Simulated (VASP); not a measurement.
A run of VASP 6.6.1 is set up as follows.

File INCAR:

```
ALGO     = Normal         # electronic algorithm
EDIFF    = 1E-6           # SCF threshold, eV
ENCUT    = 520            # plane-wave cutoff, eV
ISIF     = 2              # what is computed and relaxed
ISMEAR   = 0              # smearing method
LASPH    = True           # aspherical terms in the spheres
LCHARG   = False          # write CHGCAR
LREAL    = False          # projectors in reciprocal space
LWAVE    = False          # write WAVECAR
NBANDS   = 29             # bands
NELM     = 80             # most SCF steps
PREC     = Accurate       # precision mode
SIGMA    = 0.05           # smearing width, eV
```

The input KPOINTS:

```
k-points
0
Gamma
  6 6 6
```

File POSCAR:

```
CsCdCl3
1.0
    5.2000000000      0.0000000000      0.0000000000
    0.0000000000      5.2000000000      0.0000000000
    0.0000000000      0.0000000000      5.2000000000
Cs Cd Cl
1 1 3
Direct
    0.0000000000      0.0000000000      0.0000000000
    0.5000000000      0.5000000000      0.5000000000
    0.0168269231      0.5000000000      0.5000000000
    0.5168269231      0.0000000000      0.5000000000
    0.5168269231      0.5000000000      0.0000000000
```

Potentials or basis: VASP PAW LDA potentials, release 64 (Cs_sv, Cd, Cl).

The run is started by

```bash
$ cat potpaw_LDA.64/Cs_sv/POTCAR potpaw_LDA.64/Cd/POTCAR potpaw_LDA.64/Cl/POTCAR > POTCAR
$ mpirun -np 1 vasp_std > vasp.out
```

Question: Predict the pressure.

Answer: -1.6 GPa.

Question: What does it give for the band gap on the k mesh?

Answer: 1.56 eV (least direct gap 2.13 eV).

Question: What does it give for the largest force?

Answer: 0.350 eV/Å.

Forces on the atoms (eV/Å):
```
Cs   0.049  0.000  0.000
Cd   0.282  0.000  0.000
Cl  -0.350  0.000  0.000
Cl   0.010  0.000  0.000
Cl   0.010  0.000  0.000
```

Caveat: the cell differs from its parent crystal (all Cl atoms moved +0.087 Å, as atom 3 along Cartesian [1 0 0]); spin-orbit coupling is left out, which moves the levels of the heavy elements. A k mesh can miss the band edges.
